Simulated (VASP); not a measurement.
Wanted: the native input for a VASP 6.6.1 run.

```
Task                   : single point
Functional             : PBE
Potentials or basis    : VASP PAW PBE potentials, release 64 (Ba_sv, S)
Cutoff                 : 500 eV
k mesh                 : 8 × 8 × 8
Occupations            : gaussian, width 0.02 eV
Spin                   : no spin polarisation
Dipole correction      : no
Further INCAR settings : ALGO = Normal; EDIFF = 1e-06; NBANDS = 15
```

The structure of BaS lies in POSCAR:

```
BaS
1.0
    0.0000000000      2.9146272918      2.9146272918
    2.9146272918      0.0000000000      2.9146272918
    2.9146272918      2.9146272918      0.0000000000
Ba S
1 1
Direct
    0.0000000000      0.0000000000      0.0000000000
    0.5000000000      0.5000000000      0.5000000000
```

This cell differs from its parent crystal: O replaced by S, lengths x 1.083, strained.

The input as run:

INCAR

```
SYSTEM = BaS
PREC = Accurate
ENCUT = 500
EDIFF = 1E-6
ISMEAR = 0
SIGMA = 0.02
LREAL = .FALSE.
LASPH = .TRUE.
NELM = 120
ALGO = Normal
ISIF = 2
LWAVE = .FALSE.
LCHARG = .FALSE.
GGA = PE
NBANDS = 15
GGA_COMPAT = .FALSE.
```

KPOINTS

```
Automatic mesh
0
G
  8 8 8
  0 0 0
```

Potentials or basis: VASP PAW PBE potentials, release 64 (Ba_sv, S).

Run with:

```bash
$ cat potpaw_PBE.64/Ba_sv/POTCAR potpaw_PBE.64/S/POTCAR > POTCAR
$ mpirun -np 1 vasp_std > vasp.out
```

Results of the run:

* Pressure: 25.2 GPa
* Band gap on the k mesh: 1.25 eV

Caveat: the cell differs from its parent crystal (O replaced by S, lengths x 1.083, strained); the cell stands under pressure; spin-orbit coupling is left out, which moves the levels of the heavy elements.

It took 26 s on 1 thread of Intel(R) Xeon(R) Platinum 8259CL CPU @ 2.50GHz (Skylake/Cascade Lake) (shared host), peak memory 0.17 GiB.
